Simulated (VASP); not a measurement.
# Rh (Fm-3m) in VASP: notebook

Rh is run at these levels: revPBE; tasks: single point, relaxation of cell and atoms.

Program: VASP 6.6.1. These are calculated values, not measurements. Logs are shortened: lines on timing, memory, paths and dates and some standing lists are left out, and cuts for length are marked.

### Step 1. The cell of the first run

Symmetry: Fm-3m, No. 225, cubic system. Conventional cell: a = 3.849 Å, b = 3.849 Å, c = 3.849 Å, α = 90.00°, β = 90.00°, γ = 90.00°. Within 3.6 Å of Rh (site symmetry m-3m) lie 12 Rh at 2.72 Å.

### Step 2. Single point, revPBE

The input, INCAR:

```
ALGO = Normal
EDIFF = 1E-6
ENCUT = 520
GGA = RE
ISIF = 2
ISMEAR = -1
LASPH = True
LCHARG = False
LREAL = False
LWAVE = False
NBANDS = 14
NELM = 100
PREC = Accurate
SIGMA = 0.1
```

The input, KPOINTS:

```
k-points
0
Gamma
  7 7 7
```

The input, POSCAR:

```
Rh
1.0
    0.0000000000      1.9244973103      1.9244973103
    1.9244973103      0.0000000000      1.9244973103
    1.9244973103      1.9244973103      0.0000000000
Rh
1
Direct
    0.0000000000      0.0000000000      0.0000000000
```

Potentials or basis: VASP PAW PBE potentials, release 64 (Rh_pv).

Launch:

```sh
$ cat potpaw_PBE.64/Rh_pv/POTCAR > POTCAR
$ mpirun -np 1 vasp_std > vasp.out
```

OUTCAR:

```text
EDIFF = 1E-6
   ENCUT = 520
   GGA = RE
   ISIF = 2
   ISMEAR = -1
   LASPH = True
   LREAL = False
   NELM = 100
   PREC = Accurate

 ion  position               nearest neighbor table
   1  0.000  0.000  0.000-

  LATTYP: Found a face centered cubic cell.
 ALAT       =     3.8489946206

  Lattice vectors:

 A1 = (   0.0000000000,   1.9244973103,   1.9244973103)
 A2 = (   1.9244973103,   0.0000000000,   1.9244973103)
 A3 = (   1.9244973103,   1.9244973103,   0.0000000000)

Analysis of symmetry for initial positions (statically):
=====================================================================
 Subroutine PRICEL returns:
 Original cell was already a primitive cell.

 Routine SETGRP: Setting up the symmetry group for a
 face centered cubic supercell.

 Subroutine GETGRP returns: Found 48 space group operations
 (whereof 48 operations were pure point group operations)
 out of a pool of 48 trial point group operations.

The static configuration has the point symmetry O_h .

Analysis of symmetry for dynamics (positions and initial velocities):
=====================================================================
 Subroutine PRICEL returns:
 Original cell was already a primitive cell.

 Routine SETGRP: Setting up the symmetry group for a
 face centered cubic supercell.

 Subroutine GETGRP returns: Found 48 space group operations
 (whereof 48 operations were pure point group operations)
 out of a pool of 48 trial point group operations.

The dynamic configuration has the point symmetry O_h .

 Subroutine INISYM returns: Found 48 space group operations
 (whereof 48 operations are pure point group operations),
 and found     1 'primitive' translations

----------------------------------------------------------------------------------------

                                     Primitive cell

  volume of cell :      14.2555

  direct lattice vectors                    reciprocal lattice vectors
     0.000000000  1.924497310  1.924497310    -0.259808105  0.259808105  0.259808105
     1.924497310  0.000000000  1.924497310     0.259808105 -0.259808105  0.259808105
     1.924497310  1.924497310  0.000000000     0.259808105  0.259808105 -0.259808105

  length of vectors
     2.721650197  2.721650197  2.721650197     0.450000839  0.450000839  0.450000839

  position of ions in fractional coordinates (direct lattice)
     0.000000000  0.000000000  0.000000000

  ion indices of the primitive-cell ions
   primitive index   ion index
                 1           1

----------------------------------------------------------------------------------------

 KPOINTS: k-points

Automatic generation of k-mesh.
 Grid dimensions read from file:
 generate k-points for:    7    7    7

 Generating k-lattice:

  Cartesian coordinates                     Fractional coordinates (reciprocal lattice)
    -0.037115444  0.037115444  0.037115444     0.142857143  0.000000000  0.000000000
     0.037115444 -0.037115444  0.037115444     0.000000000  0.142857143  0.000000000
     0.037115444  0.037115444 -0.037115444     0.000000000  0.000000000  0.142857143

  Length of vectors
     0.064285834  0.064285834  0.064285834

  Shift w.r.t. Gamma in fractional coordinates (k-lattice)
     0.000000000  0.000000000  0.000000000

 Subroutine IBZKPT returns following result:
 ===========================================

 Found     20 irreducible k-points:

 Following reciprocal coordinates:
            Coordinates               Weight
  0.000000  0.000000  0.000000      1.000000
  0.142857  0.000000  0.000000      8.000000
  0.285714  0.000000  0.000000      8.000000
  0.428571  0.000000  0.000000      8.000000
  0.142857  0.142857  0.000000      6.000000
  0.285714  0.142857  0.000000     24.000000
[... 12 lines left out ...]
 -0.428571  0.428571  0.142857     24.000000
 -0.285714  0.428571  0.142857     24.000000
   k-points           NKPTS =     20   k-points in BZ     NKDIM =     20   number of bands    NBANDS=     14
   number of dos      NEDOS =    301   number of ions     NIONS =      1
   total plane-waves  NPLWV =   8000
   dimension x,y,z NGX =    20 NGY =   20 NGZ =   20
   dimension x,y,z NGXF=    40 NGYF=   40 NGZF=   40
   ions per type =               1
   NGX,Y,Z   is equivalent  to a cutoff of  12.22, 12.22, 12.22 a.u.
   NGXF,Y,Z  is equivalent  to a cutoff of  24.43, 24.43, 24.43 a.u.
 SYSTEM =  unknown system
   PREC   = accura    normal or accurate (medium, high low for compatibility)
   ISTART =      0    job   : 0-new  1-cont  2-samecut
   ICHARG =      2    charge: 1-file 2-atom 10-const
   ISPIN  =      1    spin polarized calculation?
   LNONCOLLINEAR =      F non collinear calculations
   LSORBIT =      F    spin-orbit coupling
   LASPH  =      T    aspherical Exc in radial PAW
   ENCUT  =  520.0 eV  38.22 Ry    6.18 a.u.   5.06  5.06  5.06*2*pi/ulx,y,z
   NELM   =    100;   NELMIN=  2; NELMDL= -5     # of ELM steps
   EDIFF  = 0.1E-05   stopping-criterion for ELM
   LREAL  =      F    real-space projection
   EDIFFG = 0.1E-04   stopping-criterion for IOM
   NSW    =      0    number of steps for IOM
   IBRION =     -1    ionic relax: 0-MD 1-quasi-New 2-CG
   NFREE  =      0    steps in history (QN), initial steepest desc. (CG)
   ISIF   =      2    stress and relaxation
   ISYM   =      2    0-nonsym 1-usesym 2-fastsym
   POTIM  = 0.5000    time-step for ionic-motion
   TEBEG  =    0.0;   TEEND  =   0.0 temperature during run
   PSTRESS=    0.0 pullay stress
   NELECT =      15.0000    total number of electrons
   NUPDOWN=      -1.0000    fix difference up-down
   EMIN   =  10.00;   EMAX   =-10.00  energy-range for DOS
   EFERMI =   0.00;   METHOD = LEGACY
   ISMEAR =    -1;   SIGMA  =   0.10  broadening in eV -4-tet -1-fermi 0-gaus
   EFERMI_NEDOS =   21; number of points for ismear=-14 and -15
   IALGO  =     38    algorithm
   IMIX   =      4    mixing-type and parameters
     AMIX     =   0.40;   BMIX     =  1.00
     AMIX_MAG =   1.60;   BMIX_MAG =  1.00
  volume/ion in A,a.u.               =      14.26        96.20
  Fermi-wavevector in a.u.,A,eV,Ry     =   1.665116  3.146614 37.723687  2.772613
  Thomas-Fermi vector in A             =   2.751542
   LORBIT       =      0    0 simple, 1 ext, 2 COOP (PROOUT), +10 PAW based schemes
   GGA     = RE    functional components
   LHFCALC =     F    Hartree Fock is set to
   AEXX    =    0.0000 exact exchange contribution
   IVDW    =     0    specifies the selected vdW correction
   LEPSILON=     F    determine dielectric tensor
   LRPA    =     F    only Hartree local field effects (RPA)
 non-spin polarized calculation
  energy-cutoff  :      520.00
  volume of cell :       14.26
 maximum number of plane-waves:       393
   NGX = 11   NGY = 11   NGZ = 11

 number of electron      14.9999999 magnetization

 Free energy of the ion-electron system (eV)
  ---------------------------------------------------
  ext. energy  EPLUGINS =         0.00000000
  ---------------------------------------------------
  free energy    TOTEN  =        -6.82450103 eV

  energy without entropy =       -6.78822613  energy(sigma->0) =       -6.80636358

 E-fermi :  11.3289     XC(G=0): -13.7260

 val. band max:       11.2173891696   @ k =   0.2857   0.2857   0.0000
 cond. band min:      11.3522725963   @ k =  -0.4286   0.4286   0.0000
 fundamental gap:      0.1348834267
 Fermi energy:        11.3289352646

 k-point     1 :       0.0000    0.0000    0.0000
  band No.  band energies     occupation
      1     -35.0038      2.00000
      2     -35.0038      2.00000
      3     -35.0038      2.00000
      4       3.6472      2.00000
      5       8.4093      2.00000
      6       8.4093      2.00000
      7       8.4093      2.00000
      8      10.3746      1.99986
      9      10.3746      1.99986
     10      27.3315      0.00000
     11      32.0029      0.00000
     12      32.6080      0.00000
     13      32.6080      0.00000
     14      32.6080      0.00000

 k-point     2 :       0.1429    0.0000    0.0000
  band No.  band energies     occupation
      1     -35.1284      2.00000
      2     -35.0208      2.00000
      3     -35.0208      2.00000
      4       4.3942      2.00000
      5       8.1457      2.00000
      6       8.6585      2.00000
      7       8.6585      2.00000
      8      10.2751      1.99995
      9      10.2751      1.99995
     10      28.2358      0.00000
     11      29.5464      0.00000
     12      32.0039      0.00000
     13      33.6774      0.00000
     14      33.6774      0.00000

 k-point     3 :       0.2857    0.0000    0.0000
  band No.  band energies     occupation
      1     -35.4026      2.00000
      2     -35.0589      2.00000
      3     -35.0589      2.00000
      4       5.5799      2.00000
      5       8.6627      2.00000
      6       8.6938      2.00000
      7       8.6938      2.00000
      8      10.7522      1.99376
      9      10.7522      1.99376
     10      25.0063      0.00000
     11      28.4826      0.00000
     12      32.0034      0.00000
     13      35.3301      0.00000
     14      35.3301      0.00000
[... 256 lines left out ...]
 k-point    19 :      -0.4286    0.4286    0.1429
  band No.  band energies     occupation
      1     -35.5329      2.00000
      2     -35.2993      2.00000
      3     -35.2256      2.00000
      4       6.1526      2.00000
      5       6.4524      2.00000
      6       9.3409      2.00000
      7      10.9821      1.93953
      8      11.9350      0.00465
      9      16.4867      0.00000
     10      23.4403      0.00000
     11      23.6609      0.00000
     12      24.7499      0.00000
     13      32.0029      0.00000
     14      34.6488      0.00000

 k-point    20 :      -0.2857    0.4286    0.1429
  band No.  band energies     occupation
      1     -35.4536      2.00000
      2     -35.4145      2.00000
      3     -35.2152      2.00000
      4       6.5873      2.00000
      5       7.2508      2.00000
      6       8.2903      2.00000
      7      10.2549      1.99996
      8      11.9262      0.00508
      9      19.5225      0.00000
     10      20.2541      0.00000
     11      22.8698      0.00000
     12      25.5192      0.00000
     13      32.0040      0.00000
     14      34.5692      0.00000

------------------------ aborting loop because EDIFF is reached ----------------------------------------

  FORCE on cell =-STRESS in cart. coord.  units (eV):
  Direction    XX          YY          ZZ          XY          YZ          ZX
  --------------------------------------------------------------------------------------
  -------------------------------------------------------------------------------------
  Total       -0.0862888     -0.0862888     -0.0862888      0.0000000      0.0000000      0.0000000
  in kB       -9.6980220     -9.6980220     -9.6980220      0.0000000      0.0000000      0.0000000
  external PRESSURE =      -9.6980220 kB  Pullay stress =       0.0000000 kB

 VOLUME and BASIS-vectors are now :
 -----------------------------------------------------------------------------
  energy-cutoff  :      520.00
  volume of cell :       14.26
      direct lattice vectors                 reciprocal lattice vectors
     0.000000000  1.924497310  1.924497310    -0.259808105  0.259808105  0.259808105
     1.924497310  0.000000000  1.924497310     0.259808105 -0.259808105  0.259808105
     1.924497310  1.924497310  0.000000000     0.259808105  0.259808105 -0.259808105

 POSITION                                       TOTAL-FORCE (eV/Angst)
 -----------------------------------------------------------------------------------
      0.00000      0.00000      0.00000         0.000000     -0.000000     -0.000000
 -----------------------------------------------------------------------------------
    total drift:                                0.000000     -0.000000      0.000000

  FREE ENERGIE OF THE ION-ELECTRON SYSTEM (eV)
  ---------------------------------------------------
  free  energy   TOTEN  =        -6.8245010338 eV

  energy  without entropy=       -6.7882261279  energy(sigma->0) =       -6.80636358
```

Wall time 2.3 s (1 thread of Intel Xeon 6975P-C (Granite Rapids), shared host); peak memory 0.12 GiB.

What came out:

```yaml
Free_energy: -6.8245 eV
Pressure: -1.0 GPa
```

Caveat: the k points lie up to 0.40 Å⁻¹ apart; the PAW data sets were made with another functional, which shifts forces and pressure a little.

### Step 3. Single point, revPBE

Changes to INCAR since step 2:

```diff
@@ -7,4 +7,6 @@
 LASPH = True
-LCHARG = False
+LCHARG = True
+LELF = True
 LREAL = False
+LVHAR = True
 LWAVE = False
```

The input, KPOINTS:

```
k-points
0
Gamma
  14 14 14
```

The input, POSCAR:

```
Rh
1.0
    0.0000000000      1.9244973111      1.9244973111
    1.9244973111      0.0000000000      1.9244973111
    1.9244973111      1.9244973111      0.0000000000
Rh
1
Direct
    0.0000000000      0.0000000000      0.0000000000
```

Potentials or basis: VASP PAW PBE potentials, release 64 (Rh_pv).

Launch:

```sh
$ cat potpaw_PBE.64/Rh_pv/POTCAR > POTCAR
$ mpirun -np 1 vasp_std > vasp.out
```

OUTCAR:

```text
EDIFF = 1E-6
   ENCUT = 520
   GGA = RE
   ISIF = 2
   ISMEAR = -1
   LASPH = True
   LREAL = False
   NELM = 100
   PREC = Accurate

 ion  position               nearest neighbor table
   1  0.000  0.000  0.000-

  LATTYP: Found a face centered cubic cell.
 ALAT       =     3.8489946222

  Lattice vectors:

 A1 = (   0.0000000000,   1.9244973111,   1.9244973111)
 A2 = (   1.9244973111,   0.0000000000,   1.9244973111)
 A3 = (   1.9244973111,   1.9244973111,   0.0000000000)

Analysis of symmetry for initial positions (statically):
=====================================================================
 Subroutine PRICEL returns:
 Original cell was already a primitive cell.

 Routine SETGRP: Setting up the symmetry group for a
 face centered cubic supercell.

 Subroutine GETGRP returns: Found 48 space group operations
 (whereof 48 operations were pure point group operations)
 out of a pool of 48 trial point group operations.

The static configuration has the point symmetry O_h .

Analysis of symmetry for dynamics (positions and initial velocities):
=====================================================================
 Subroutine PRICEL returns:
 Original cell was already a primitive cell.
[... 159 lines left out ...]

 k-point     1 :       0.0000    0.0000    0.0000
  band No.  band energies     occupation
      1     -34.9934      2.00000
      2     -34.9934      2.00000
      3     -34.9934      2.00000
      4       3.6469      2.00000
      5       8.4168      2.00000
      6       8.4168      2.00000
      7       8.4168      2.00000
      8      10.3793      1.99982
      9      10.3793      1.99982
     10      27.3337      0.00000
     11      32.0256      0.00000
     12      32.6044      0.00000
     13      32.6044      0.00000
     14      32.6044      0.00000
[... 377 lines left out ...]
      1     -35.3164      2.00000
      2     -35.0834      2.00000
      3     -35.0763      2.00000
      4       5.8509      2.00000
      5       7.4605      2.00000
      6       8.7478      2.00000
      7       9.2747      2.00000
      8      10.4635      1.99958
      9      11.0650      1.84108
     10      26.9976      0.00000
     11      29.5203      0.00000
     12      31.5576      0.00000
     13      32.0252      0.00000
     14      32.9157      0.00000

 [... further k-points ...]
[... 5 lines left out ...]
  --------------------------------------------------------------------------------------
  -------------------------------------------------------------------------------------
  Total        0.0113234      0.0113234      0.0113234      0.0000000     -0.0000000      0.0000000
  in kB        1.2726451      1.2726451      1.2726451      0.0000000     -0.0000000      0.0000000
  external PRESSURE =       1.2726451 kB  Pullay stress =       0.0000000 kB

 VOLUME and BASIS-vectors are now :
 -----------------------------------------------------------------------------
  energy-cutoff  :      520.00
  volume of cell :       14.26
      direct lattice vectors                 reciprocal lattice vectors
     0.000000000  1.924497311  1.924497311    -0.259808105  0.259808105  0.259808105
     1.924497311  0.000000000  1.924497311     0.259808105 -0.259808105  0.259808105
     1.924497311  1.924497311  0.000000000     0.259808105  0.259808105 -0.259808105

 POSITION                                       TOTAL-FORCE (eV/Angst)
 -----------------------------------------------------------------------------------
      0.00000      0.00000      0.00000        -0.000000     -0.000000     -0.000000
 -----------------------------------------------------------------------------------
    total drift:                               -0.000000     -0.000000     -0.000000

  FREE ENERGIE OF THE ION-ELECTRON SYSTEM (eV)
  ---------------------------------------------------
  free  energy   TOTEN  =        -6.7726916706 eV

  energy  without entropy=       -6.7265136226  energy(sigma->0) =       -6.74960265
```

OSZICAR:

```text
N       E                     dE             d eps       ncg     rms          rms(c)
DAV:   1     0.121506805866E+03    0.12151E+03   -0.89046E+03  2918   0.114E+03
DAV:   2    -0.561819658673E+01   -0.12713E+03   -0.12123E+03  3212   0.340E+02
DAV:   3    -0.722450485453E+01   -0.16063E+01   -0.16030E+01  3488   0.421E+01
DAV:   4    -0.723082323825E+01   -0.63184E-02   -0.63178E-02  3346   0.270E+00
DAV:   5    -0.723087973591E+01   -0.56498E-04   -0.56497E-04  3446   0.227E-01    0.904E+00
DAV:   6    -0.678670993649E+01    0.44417E+00   -0.78148E-01  3062   0.121E+01    0.322E+00
DAV:   7    -0.677529326338E+01    0.11417E-01   -0.15994E-02  3380   0.139E+00    0.159E+00
DAV:   8    -0.677279299319E+01    0.25003E-02   -0.30645E-03  3104   0.733E-01    0.152E-01
DAV:   9    -0.677269062258E+01    0.10237E-03   -0.98157E-05  3146   0.138E-01    0.134E-02
DAV:  10    -0.677269164588E+01   -0.10233E-05   -0.44422E-06  3344   0.261E-02    0.241E-03
DAV:  11    -0.677269167062E+01   -0.24743E-07   -0.25413E-07  1588   0.691E-03
   1 F= -.67726917E+01 E0= -.67496026E+01  d E =-.461780E-01
```

stdout:

```text
POSCAR found type information on POSCAR Rh
 POSCAR found :  1 types and       1 ions
 scaLAPACK will be used
 -----------------------------------------------------------------------------
|                                                                             |
|                                                                             |
|     You enforced a specific xc type in the INCAR file but a different       |
|     I HOPE YOU KNOW WHAT YOU ARE DOING!                                     |
|                                                                             |
 -----------------------------------------------------------------------------

 LDA part: xc-table for (Slater+PW92), standard interpolation
 POSCAR, INCAR and KPOINTS ok, starting setup
 FFT: planning ... GRIDC
 FFT: planning ... GRID_SOFT
 FFT: planning ... GRID
 WAVECAR not read
 entering main loop
```

It took 35 s on 1 thread of AMD EPYC, shared host; peak memory 0.1 GiB.

What came out:

```
Free energy : -6.7727 eV
Pressure    : 0.1 GPa
```

Caveat: the PAW data sets were made with another functional, which shifts forces and pressure a little.

(Part 1 of 3 ends here.)
